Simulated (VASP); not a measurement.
Write the native input for VASP 6.6.1 that does the following.

```yaml
Task: relaxation of the atoms
Functional: PBE
Potentials_or_basis: VASP PAW PBE potentials, release 64 (Zn, S)
Cutoff: 520 eV
k_mesh: 14 × 14 × 14
Occupations: fermi-dirac, width 0.02 eV
Spin: no spin polarisation
Dipole_correction: no
Further_INCAR_settings: ALGO = Normal; EDIFF = 1e-07; IBRION = 2; EDIFFG = -0.02; NSW = 80
```

The structure of ZnS lies in POSCAR:

```
ZnS
1.0
    0.0000000000      2.7072500000      2.6260325000
    2.7072500000      0.0000000000      2.6260325000
    2.7072500000      2.7072500000      0.0000000000
Zn S
1 1
Direct
    0.0000000000      0.0000000000      0.0000000000
    0.2500000000      0.2500000000      0.2500000000
```

This cell differs from its parent crystal: z stretched by -3 %.

The input as run:

INCAR

```
  ALGO = Normal
  EDIFF = 1E-7
  EDIFFG = -0.02
  ENCUT = 520
  GGA = PE
  IBRION = 2
  ISIF = 2
  ISMEAR = -1
  LASPH = T
  LCHARG = F
  LREAL = F
  LWAVE = F
  NELM = 100
  NSW = 80
  PREC = Accurate
  SIGMA = 0.02
```

KPOINTS

```
k-points
0
Gamma
  14 14 14
```

Potentials or basis: VASP PAW PBE potentials, release 64 (Zn, S).

The run is started by

```sh
$ cat potpaw_PBE.64/Zn/POTCAR potpaw_PBE.64/S/POTCAR > POTCAR
$ mpirun -np 1 vasp_std > vasp.out
```

Results of the run:

| Quantity | Value |
| --- | --- |
| Pressure after relaxing | 3.7 GPa |
| Band gap on the k mesh | 2.15 eV |

Caveat: the cell differs from its parent crystal (z stretched by -3 %); the relaxation stopped at its first step, so nothing moved.

Wall time 98 s on 1 thread of Oxide Virtual Turin-like Processor, on a shared host, peak memory 0.22 GiB.
